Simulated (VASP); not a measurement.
Wanted: the native input for a VASP 6.6.1 run.

| Item | Value |
| --- | --- |
| Task | single point |
| Functional | PBEsol |
| Potentials or basis | VASP PAW PBE potentials, release 64 (Pb_d, Co) |
| Cutoff | 520 eV |
| k mesh | 10 × 10 × 10 |
| Occupations | gaussian, width 0.1 eV |
| Spin | collinear spin, ferromagnetic start |
| Starting moments | [0.0, 0.0, 0.0, 2.0] μB |
| Dipole correction | no |
| Further INCAR settings | ALGO = Normal; EDIFF = 1e-07; NBANDS = 38 |

The structure of CoPb3 lies in POSCAR:

```
CoPb3
1.0
    4.4806371176      0.0000000000      0.0000000000
    0.0000000000      4.4806371176      0.0000000000
    0.0000000000      0.0000000000      4.4806371176
Pb Co
3 1
Direct
    0.0000000000      0.5000000000      0.5000000000
    0.5000000000      0.0000000000      0.5000000000
    0.5000000000      0.5000000000      0.0000000000
    0.0000000000      0.0000000000      0.0000000000
```

These files were run (other wordings do the same):

INCAR

```
SYSTEM = CoPb3
ALGO = Normal ; EDIFF = 1E-7
ENCUT = 520 ; GGA = PS
ISIF = 2 ; ISMEAR = 0
ISPIN = 2 ; LASPH = .True.
LCHARG = .True. ; LELF = .True.
LMAXMIX = 4 ; LORBIT = 11
LREAL = .False. ; LVHAR = .True.
LWAVE = .False. ; MAGMOM = 0 0 0 2
NBANDS = 38 ; NELM = 150
PREC = Accurate ; SIGMA = 0.1
```

KPOINTS

```
k-points
0
Gamma
  10 10 10
  0 0 0
```

Potentials or basis: VASP PAW PBE potentials, release 64 (Pb_d, Co).

Command:

```console
$ cat potpaw_PBE.64/Pb_d/POTCAR potpaw_PBE.64/Co/POTCAR > POTCAR
$ mpirun -np 1 vasp_std > vasp.out
```

Results of the run:

| Quantity | Value |
| --- | --- |
| Pressure | 5.8 GPa |
| Net moment | 1.37 μB per cell |
| Site moments | Pb -0.01; Co +1.42 μB |
| Valence electrons inside the program's atomic spheres | Pb 12.06; Co 7.86 |

Caveat: the cell stands under pressure; the PAW data sets were made with another functional, which shifts forces and pressure a little.

Run time: 2.9 min on 1 thread of Intel(R) Xeon(R) 6975P-C (Granite Rapids), on a shared host, peak memory 0.42 GiB.
